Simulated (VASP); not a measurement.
Set up this calculation in VASP 6.6.1, as the native input.

| Quantity | Value |
| --- | --- |
| Task | single point |
| Functional | PBE |
| Potentials or basis | VASP PAW PBE potentials, release 64 (Ca_sv, Zr_sv, N) |
| Cutoff | 520 eV |
| k mesh | 8 × 8 × 8 |
| Occupations | gaussian, width 0.1 eV |
| Spin | no spin polarisation |
| Dipole correction | no |
| Further INCAR settings | ALGO = Normal; EDIFF = 1e-06; NBANDS = 32 |

The structure of Ca2Zr2N lies in POSCAR:

```
Ca2Zr2N
1.0
   -3.3238904795      3.3238904795      3.4944003606
    3.3238904795     -3.3238904795      3.4944003606
    3.3238904795      3.3238904795     -3.4944003606
Ca Zr N
2 2 1
Direct
    0.7500000000      0.2500000000      0.5000000000
    0.2500000000      0.7500000000      0.5000000000
    0.7260800858      0.7260800858      0.0000000000
    0.2739199142      0.2739199142      0.0000000000
    0.0000000000      0.0000000000      0.0000000000
```

The cell was built from a structure type or drawn by symmetry, and may not be a known phase.

The input as run:

INCAR

```
SYSTEM = Ca2Zr2N
PREC     = Accurate       ! precision mode
ENCUT    = 520            ! plane-wave cutoff, eV
EDIFF    = 1E-6           ! SCF threshold, eV
ISMEAR   = 0              ! smearing method
SIGMA    = 0.1            ! smearing width, eV
LREAL    = .False.        ! projectors in reciprocal space
LASPH    = .True.         ! aspherical terms in the spheres
NELM     = 60             ! most SCF steps
ALGO     = Normal         ! electronic algorithm
ISIF     = 2              ! what is computed and relaxed
LWAVE    = .False.        ! write WAVECAR
LCHARG   = .False.        ! write CHGCAR
GGA      = PE             ! functional
NBANDS   = 32             ! bands
```

KPOINTS

```
Automatic mesh
0
Gamma
  8 8 8
  0 0 0
```

Potentials or basis: VASP PAW PBE potentials, release 64 (Ca_sv, Zr_sv, N).

Run with:

```sh
$ cat potpaw_PBE.64/Ca_sv/POTCAR potpaw_PBE.64/Zr_sv/POTCAR potpaw_PBE.64/N/POTCAR > POTCAR
$ mpirun -np 1 vasp_std > vasp.out
```

It gave:

```yaml
Pressure: 0.1 GPa
Largest_force: 0.064 eV/Å
Band_gap_on_the_k_mesh: zero (an odd number of electrons rules out a gap without spin polarisation)
```

Wall time 2.7 min on 1 thread of Intel(R) Xeon(R) 6975P-C (Granite Rapids), on a shared host, peak memory 0.5 GiB.
